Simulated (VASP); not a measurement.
# Cr (P6_3/mmc) in VASP: notebook

Runs on Cr. Level: PBE. Tasks: single point.

All numbers are computed with VASP 6.6.1; they aren't measurements. Logs are shortened: lines on timing, memory, paths and dates and some standing lists are left out, and cuts for length are marked.

### 1 The cell of the first run

The structure is hexagonal, space group P6_3/mmc (No. 194). The conventional cell has a = 2.714 Å, b = 2.714 Å, c = 4.410 Å, α = 90.00°, β = 90.00°, γ = 120.00°. Within 3.6 Å of Cr (site symmetry -6m2) lie 12 Cr at 2.71 Å.

### 2 Single point, PBE, collinear spin, ferrimagnetic start

Contents of INCAR:

```
SYSTEM = Cr
ALGO     = Normal         ! electronic algorithm
EDIFF    = 1E-6           ! SCF threshold, eV
ENCUT    = 520            ! plane-wave cutoff, eV
GGA      = PE             ! functional
ISIF     = 2              ! what is computed and relaxed
ISMEAR   = -1             ! smearing method
ISPIN    = 2              ! spin polarisation
LASPH    = .TRUE.         ! aspherical terms in the spheres
LCHARG   = .FALSE.        ! write CHGCAR
LMAXMIX  = 4              ! l up to which the mixer works
LORBIT   = 11             ! projections on sites
LREAL    = .FALSE.        ! projectors in reciprocal space
LWAVE    = .FALSE.        ! write WAVECAR
MAGMOM   = 3 -1.5         ! initial moments
NBANDS   = 23             ! bands
NELM     = 150            ! most SCF steps
PREC     = Accurate       ! precision mode
SIGMA    = 0.05           ! smearing width, eV
```

Contents of KPOINTS:

```
k-points
0
G
  11 11 6
  0 0 0
```

Contents of POSCAR:

```
Cr
1.0
    2.7140000000      0.0000000000      0.0000000000
   -1.3570000000      2.3503929459      0.0000000000
    0.0000000000      0.0000000000      4.4100000000
Cr
2
Direct
    0.6666666667      0.3333333333      0.7500000000
    0.3333333333      0.6666666667      0.2500000000
```

Potentials or basis: VASP PAW PBE potentials, release 64 (Cr_pv).

Launch:

```console
cat potpaw_PBE.64/Cr_pv/POTCAR > POTCAR
mpirun -np 1 vasp_std > vasp.out
```

OUTCAR:

```text
SYSTEM = Cr
   EDIFF = 1E-6
   ENCUT = 520
   GGA = PE
   ISIF = 2
   ISMEAR = -1
   ISPIN = 2
   LASPH = .TRUE.
   LORBIT = 11
   LREAL = .FALSE.
   NELM = 150
   PREC = Accurate

 ion  position               nearest neighbor table
   1  0.667  0.333  0.750-   2 2.71   2 2.71   2 2.71   2 2.71   2 2.71   2 2.71
   2  0.333  0.667  0.250-   1 2.71   1 2.71   1 2.71   1 2.71   1 2.71   1 2.71

  LATTYP: Found a hexagonal cell.
 ALAT       =     2.7140000000
 C/A-ratio  =     1.6249078850

  Lattice vectors:

 A1 = (   2.7140000000,   0.0000000000,   0.0000000000)
 A2 = (  -1.3570000000,   2.3503929459,   0.0000000000)
 A3 = (   0.0000000000,   0.0000000000,   4.4100000000)

Analysis of symmetry for initial positions (statically):
=====================================================================
 Subroutine PRICEL returns:
 Original cell was already a primitive cell.

 Routine SETGRP: Setting up the symmetry group for a
 hexagonal supercell.

 Subroutine GETGRP returns: Found 24 space group operations
 (whereof 12 operations were pure point group operations)
 out of a pool of 24 trial point group operations.

The static configuration has the point symmetry D_3d.
 The point group associated with its full space group is D_6h.

Analysis of symmetry for dynamics (positions and initial velocities):
=====================================================================
 Subroutine PRICEL returns:
 Original cell was already a primitive cell.

 Routine SETGRP: Setting up the symmetry group for a
 hexagonal supercell.

 Subroutine GETGRP returns: Found 24 space group operations
 (whereof 12 operations were pure point group operations)
 out of a pool of 24 trial point group operations.

The dynamic configuration has the point symmetry D_3d.
 The point group associated with its full space group is D_6h.

Analysis of structural, dynamic, and magnetic symmetry:
=====================================================================
 Subroutine PRICEL returns:
 Original cell was already a primitive cell.

 Routine SETGRP: Setting up the symmetry group for a
 hexagonal supercell.

 Subroutine GETGRP returns: Found 12 space group operations
 (whereof  6 operations were pure point group operations)
 out of a pool of 24 trial point group operations.

The overall configuration has the point symmetry C_3v.
 The point group associated with its full space group is D_3h.

 Subroutine INISYM returns: Found 12 space group operations
 (whereof  6 operations are pure point group operations),
 and found     1 'primitive' translations

----------------------------------------------------------------------------------------

                                     Primitive cell

  volume of cell :      28.1312

  direct lattice vectors                    reciprocal lattice vectors
     2.714000000  0.000000000  0.000000000     0.368459838  0.212730387  0.000000000
    -1.357000000  2.350392946  0.000000000     0.000000000  0.425460773  0.000000000
     0.000000000  0.000000000  4.410000000     0.000000000  0.000000000  0.226757370

  length of vectors
     2.714000000  2.714000000  4.410000000     0.425460773  0.425460773  0.226757370

  position of ions in fractional coordinates (direct lattice)
     0.666666667  0.333333333  0.750000000
     0.333333333  0.666666667  0.250000000

  ion indices of the primitive-cell ions
   primitive index   ion index
                 1           1
                 2           2

----------------------------------------------------------------------------------------

 KPOINTS: k-points

Automatic generation of k-mesh.
 Grid dimensions read from file:
 generate k-points for:   11   11    6

 Generating k-lattice:

  Cartesian coordinates                     Fractional coordinates (reciprocal lattice)
     0.033496349  0.019339126  0.000000000     0.090909091  0.000000000  0.000000000
     0.000000000  0.038678252  0.000000000     0.000000000  0.090909091  0.000000000
     0.000000000  0.000000000  0.037792895     0.000000000  0.000000000  0.166666667

  Length of vectors
     0.038678252  0.038678252  0.037792895

  Shift w.r.t. Gamma in fractional coordinates (k-lattice)
     0.000000000  0.000000000  0.000000000

 Subroutine IBZKPT returns following result:
 ===========================================

 Found     64 irreducible k-points:

 Following reciprocal coordinates:
            Coordinates               Weight
  0.000000  0.000000  0.000000      1.000000
  0.090909 -0.000000  0.000000      6.000000
  0.181818  0.000000  0.000000      6.000000
  0.272727  0.000000  0.000000      6.000000
  0.363636 -0.000000  0.000000      6.000000
  0.454545 -0.000000  0.000000      6.000000
[... 16 lines left out ...]
  0.090909  0.090909  0.166667     12.000000
  0.181818  0.090909  0.166667     24.000000
 [... further k-points ...]
   k-points           NKPTS =     64   k-points in BZ     NKDIM =     64   number of bands    NBANDS=     23
   number of dos      NEDOS =    301   number of ions     NIONS =      2
   total plane-waves  NPLWV =  14400
   dimension x,y,z NGX =    20 NGY =   20 NGZ =   36
   dimension x,y,z NGXF=    40 NGYF=   40 NGZF=   72
   ions per type =               2
   NGX,Y,Z   is equivalent  to a cutoff of  12.25, 12.25, 13.57 a.u.
   NGXF,Y,Z  is equivalent  to a cutoff of  24.50, 24.50, 27.14 a.u.
 SYSTEM =  Cr
   PREC   = accura    normal or accurate (medium, high low for compatibility)
   ISTART =      0    job   : 0-new  1-cont  2-samecut
   ICHARG =      2    charge: 1-file 2-atom 10-const
   ISPIN  =      2    spin polarized calculation?
   LNONCOLLINEAR =      F non collinear calculations
   LSORBIT =      F    spin-orbit coupling
   LASPH  =      T    aspherical Exc in radial PAW
   ENCUT  =  520.0 eV  38.22 Ry    6.18 a.u.   5.05  5.05  8.20*2*pi/ulx,y,z
   NELM   =    150;   NELMIN=  2; NELMDL= -5     # of ELM steps
   EDIFF  = 0.1E-05   stopping-criterion for ELM
   LREAL  =      F    real-space projection
   EDIFFG = 0.1E-04   stopping-criterion for IOM
   NSW    =      0    number of steps for IOM
   IBRION =     -1    ionic relax: 0-MD 1-quasi-New 2-CG
   NFREE  =      0    steps in history (QN), initial steepest desc. (CG)
   ISIF   =      2    stress and relaxation
   ISYM   =      2    0-nonsym 1-usesym 2-fastsym
   POTIM  = 0.5000    time-step for ionic-motion
   TEBEG  =    0.0;   TEEND  =   0.0 temperature during run
   PSTRESS=    0.0 pullay stress
   NELECT =      24.0000    total number of electrons
   NUPDOWN=      -1.0000    fix difference up-down
   EMIN   =  10.00;   EMAX   =-10.00  energy-range for DOS
   EFERMI =   0.00;   METHOD = LEGACY
   ISMEAR =    -1;   SIGMA  =   0.05  broadening in eV -4-tet -1-fermi 0-gaus
   EFERMI_NEDOS =   21; number of points for ismear=-14 and -15
   IALGO  =     38    algorithm
   IMIX   =      4    mixing-type and parameters
     AMIX     =   0.40;   BMIX     =  1.00
     AMIX_MAG =   1.60;   BMIX_MAG =  1.00
  volume/ion in A,a.u.               =      14.07        94.92
  Fermi-wavevector in a.u.,A,eV,Ry     =   1.552681  2.934142 32.801180  2.410819
  Thomas-Fermi vector in A             =   2.657021
   LORBIT       =     11    0 simple, 1 ext, 2 COOP (PROOUT), +10 PAW based schemes
   GGA     = PE    functional components
   LHFCALC =     F    Hartree Fock is set to
   AEXX    =    0.0000 exact exchange contribution
   IVDW    =     0    specifies the selected vdW correction
   LEPSILON=     F    determine dielectric tensor
   LRPA    =     F    only Hartree local field effects (RPA)
 spin polarized calculation
  energy-cutoff  :      520.00
  volume of cell :       28.13
 maximum number of plane-waves:       772
   NGX = 11   NGY = 11   NGZ = 17

 number of electron      24.0000005 magnetization       2.0094894

 Free energy of the ion-electron system (eV)
  ---------------------------------------------------
  ext. energy  EPLUGINS =         0.00000000
  ---------------------------------------------------
  free energy    TOTEN  =       -17.72516780 eV

  energy without entropy =      -17.69451802  energy(sigma->0) =      -17.70984291

 E-fermi :   8.3537     XC(G=0): -12.5307

 val. band max:        8.3515484711   @ k =   0.0000   0.0000   0.0000
 cond. band min:       8.3560496712   @ k =   0.3636   0.1818   0.3333
 fundamental gap:      0.0045012001
 Fermi energy:         8.3537463204

 spin component 1

 k-point     1 :       0.0000    0.0000    0.0000
  band No.  band energies     occupation
      1     -35.3028      1.00000
      2     -35.1067      1.00000
      3     -35.1067      1.00000
      4     -34.4852      1.00000
      5     -34.4110      1.00000
      6     -34.4110      1.00000
[... 15 lines left out ...]
     22      26.1487      0.00000
     23      28.7693      0.00000
[... 575 lines left out ...]
      1     -35.2755      1.00000
      2     -35.2365      1.00000
      3     -35.1536      1.00000
      4     -34.5752      1.00000
      5     -34.5006      1.00000
      6     -34.4568      1.00000
[... 15 lines left out ...]
     22      21.2473      0.00000
     23      23.1373      0.00000

 [... further k-points ...]

 spin component 2

 k-point     1 :       0.0000    0.0000    0.0000
  band No.  band energies     occupation
      1     -34.5665      1.00000
      2     -34.2117      1.00000
      3     -34.2117      1.00000
      4     -33.4357      1.00000
      5     -33.4044      1.00000
      6     -33.4044      1.00000
[... 15 lines left out ...]
     22      26.3195      0.00000
     23      29.0117      0.00000
[... 575 lines left out ...]
      1     -34.5142      1.00000
      2     -34.3788      1.00000
      3     -34.2591      1.00000
      4     -33.5744      1.00000
      5     -33.4525      1.00000
      6     -33.4398      1.00000
[... 15 lines left out ...]
     22      21.7450      0.00000
     23      23.6230      0.00000

 [... further k-points ...]
[... 5 lines left out ...]
  --------------------------------------------------------------------------------------
  -------------------------------------------------------------------------------------
  Total       -3.9880046     -3.9880046     -3.9168834      0.0000000      0.0000000      0.0000000
  in kB     -227.1314763   -227.1314763   -223.0808647      0.0000000      0.0000000      0.0000000
  external PRESSURE =    -225.7812724 kB  Pullay stress =       0.0000000 kB

 VOLUME and BASIS-vectors are now :
 -----------------------------------------------------------------------------
  energy-cutoff  :      520.00
  volume of cell :       28.13
      direct lattice vectors                 reciprocal lattice vectors
     2.714000000  0.000000000  0.000000000     0.368459838  0.212730387  0.000000000
    -1.357000000  2.350392946  0.000000000     0.000000000  0.425460773  0.000000000
     0.000000000  0.000000000  4.410000000     0.000000000  0.000000000  0.226757370

 POSITION                                       TOTAL-FORCE (eV/Angst)
 -----------------------------------------------------------------------------------
      1.35700      0.78346      3.30750        -0.000000      0.000000      0.000000
     -0.00000      1.56693      1.10250         0.000000      0.000000     -0.000000
 -----------------------------------------------------------------------------------
    total drift:                                0.000000     -0.000000     -0.000000

  FREE ENERGIE OF THE ION-ELECTRON SYSTEM (eV)
  ---------------------------------------------------
  free  energy   TOTEN  =       -17.7251677989 eV

  energy  without entropy=      -17.6945180225  energy(sigma->0) =      -17.70984291

 total charge

# of ion       s       p       d       tot
------------------------------------------
    1        0.382   6.284   4.054  10.719
    2        0.383   6.272   4.066  10.721
--------------------------------------------------
tot          0.764  12.556   8.119  21.440

 magnetization (x)

# of ion       s       p       d       tot
------------------------------------------
    1        0.013   0.038   1.660   1.711
    2       -0.007   0.013   0.147   0.153
--------------------------------------------------
tot          0.006   0.051   1.808   1.865
```

Wall time 64 s (1 thread of Intel Xeon Platinum 8559C (Emerald Rapids), shared host); peak memory 0.18 GiB.

What came out:

```
Free energy                                           : -17.7252 eV
Pressure                                              : -22.6 GPa
Band gap on the k mesh                                : zero (filled and empty bands overlap)
Net moment                                            : 2.01 μB per cell
Site moments                                          : Cr +1.71, +0.15 μB
Valence electrons inside the program's atomic spheres : Cr 10.72
```

(Part 1 of 3 ends here.)
